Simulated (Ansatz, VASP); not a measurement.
Two plane-wave programs on Na

```
Na
1.0
     3.76404    0.00000    0.00000
    -1.88202    3.25976    0.00000
     0.00000    0.00000    6.14668
Na
2
Direct
  0.33333 0.66667 0.25000
  0.66667 0.33333 0.75000
```

Alike in both runs: task relaxation of cell and atoms; functional PBE; k mesh 10 × 10 × 5; occupations fermi-dirac, width 0.1 eV; no spin polarisation.

|  | VASP | Ansatz |
| --- | --- | --- |
| version | VASP 6.6.1 | Ansatz 0.2.0 |
| potentials or method | VASP PAW PBE potentials, release 64 (Na_pv), cutoff 500 eV | plane waves (420 eV) with PAW, scalar-relativistic |
| valence electrons in the cell | 14 | 18 |

```tsv
	VASP	Ansatz	Ansatz less VASP
relaxed volume (Å³/atom)	37.08	37.13	+0.044
relaxed cell length with the largest relative difference (Å)	3.743	3.745	+0.0016
```

VASP's potentials hold 14 valence electrons a cell and Ansatz's 18, so a difference there can come from the potentials and not from the codes.
